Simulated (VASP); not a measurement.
Input of a VASP 6.6.1 run:

The input INCAR:

```
SYSTEM = Li
ALGO = Fast
EDIFF = 1E-7
ENCUT = 520
GGA = PE
ISIF = 2
ISMEAR = 0
LASPH = .True.
LCHARG = .False.
LREAL = .False.
LWAVE = .False.
NBANDS = 8
NELM = 60
PREC = Accurate
SIGMA = 0.1
```

KPOINTS

```
k-points
0
Gamma
  22 22 22
  0 0 0
```

POSCAR

```
Li
1.0
    2.6752497016     -1.5446088158     -0.0654573971
    2.6752497016      1.5446088158     -0.0654573971
   -1.7151366854      0.0000000000      2.5588449491
Li
1
Direct
    0.0000000000      0.0000000000      0.5000000000
```

Potentials or basis: VASP PAW PBE potentials, release 64 (Li_sv).

The run is started by

```bash
$ cat potpaw_PBE.64/Li_sv/POTCAR > POTCAR
$ mpirun -np 1 vasp_std > vasp.out
```

Estimate the band gap on the k mesh.

zero (an odd number of electrons rules out a gap without spin polarisation).
